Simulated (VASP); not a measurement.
Ti:

```xyz
2
Lattice="0.0000 2.7123 2.7123 2.7123 0.0000 2.7123 2.7123 2.7123 0.0000" Properties=species:S:1:pos:R:3 pbc="T T T"
Ti    0.0000    0.0000    0.0000
Ti    1.3562    1.3562    1.3562
```

This isn't the form of Ti at room conditions, which is hcp.

- Program: VASP 6.6.1
- Task: relaxation of cell and atoms
- Functional: LDA
- Potentials or basis: VASP PAW LDA potentials, release 64 (Ti_sv)
- Cutoff: 600 eV
- k mesh: 7 × 7 × 7
- Occupations: methfessel-paxton, width 0.05 eV
- Spin: no spin polarisation

At the start: pressure -1.2 GPa; volume 19.95 Å³/atom.

Question: How do energy, volume and symmetry change on relaxing?

Answer: Over 6 steps the energy falls by 5.9 meV/atom and the volume is 18.94 Å³/atom (-5.1 %); space group Fd-3m (No. 227, to 0.1 Å) before and after.

Step by step:
| step | energy change (eV) | largest force (eV/Å) | pressure (GPa) | volume (Å³) |
| --- | --- | --- | --- | --- |
| 1 | 0.0000 | 0.0000 | -1.16 | 39.91 |
| 2 | -0.0057 | 0.0000 | -1.14 | 39.08 |
| 3 | -0.0027 | 0.0000 | 2.16 | 36.65 |
| 4 | -0.0113 | 0.0000 | -0.55 | 38.19 |
| 5 | -0.0113 | 0.0000 | 0.56 | 37.58 |
| 6 | -0.0118 | 0.0000 | 0.02 | 37.89 |

Final structure:
```yaml
crystal:
  lattice:
    - [0.00000, 2.66576, 2.66576]
    - [2.66576, 0.00000, 2.66576]
    - [2.66576, 2.66576, 0.00000]
  atoms:
    - { symbol: Ti, position: [0.00000, 0.00000, 0.00000] }
    - { symbol: Ti, position: [0.25000, 0.25000, 0.25000] }
```
